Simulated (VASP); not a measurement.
HPt2:

```
H Pt
1.0
    -1.53072    1.53072    3.75505
     1.53072   -1.53072    3.75505
     1.53072    1.53072   -3.75505
H Pt
1 2
Direct
  0.00000 0.00000 0.00000
  0.66500 0.66500 0.00000
  0.33500 0.33500 0.00000
```

| Quantity | Value |
| --- | --- |
| Program | VASP 6.6.1 |
| Task | relaxation of cell and atoms |
| Functional | PBE |
| Potentials or basis | VASP PAW PBE potentials, release 64 (H, Pt) |
| Cutoff | 600 eV |
| k mesh | 8 × 8 × 8 |
| Occupations | gaussian, width 0.1 eV |
| Spin | no spin polarisation |

At the start: pressure 31.5 GPa; volume 11.73 Å³/atom.

How do energy, volume and symmetry change on relaxing?

Over 28 steps the energy falls by 580.2 meV/atom and the volume is 11.79 Å³/atom (+0.5 %); space group I4/mmm (No. 139, to 0.05 Å).

The path:
```csv
step,energy change (eV),largest force (eV/Å),pressure (GPa),volume (Å³)
1,0.0000,1.8518,31.52,35.19
2,0.3026,0.9454,-21.06,48.31
3,-0.4611,0.0000,-1.71,40.04
4,-0.4623,0.0518,-0.80,39.83
5,-0.4623,0.0762,-0.35,39.74
6,-0.5457,0.7567,-3.03,39.93
7,-0.8195,1.7352,-9.32,40.23
8,-1.2056,1.3783,-12.89,39.73
9,-1.1651,1.6960,-13.72,40.03
10,-1.1878,1.6044,-13.67,39.94
11,-1.2099,1.5489,-13.43,39.81
12,-1.2508,1.3932,-12.55,39.46
13,-1.2603,1.0570,-9.38,38.70
14,-1.2690,1.2275,-11.28,39.10
15,-1.3013,1.2820,-10.52,38.82
16,-1.3910,1.4428,-8.00,38.00
17,-1.5288,1.7281,-1.65,36.37
18,-1.5154,1.8421,19.00,33.20
19,-1.5799,1.9107,6.00,34.96
20,-1.6529,1.4196,5.15,34.86
21,-1.7057,0.0569,5.74,34.60
22,-1.7114,0.4329,5.19,34.67
23,-1.7117,0.3445,5.26,34.66
24,-1.7298,0.2850,1.88,35.13
25,-1.7352,0.2220,-1.74,35.69
26,-1.7354,0.2315,-1.26,35.61
27,-1.7383,0.1604,-0.84,35.53
28,-1.7406,0.0109,0.11,35.36
```

Final structure:
```
H Pt
1.0
    -1.36748    1.36748    4.72731
     1.36748   -1.36748    4.72731
     1.36748    1.36748   -4.72731
H Pt
1 2
Direct
  0.00000 0.00000 0.00000
  0.63909 0.63909 0.00000
  0.36091 0.36091 0.00000
```

Caveat: the k points lie up to 0.41 Å⁻¹ apart in the final cell.
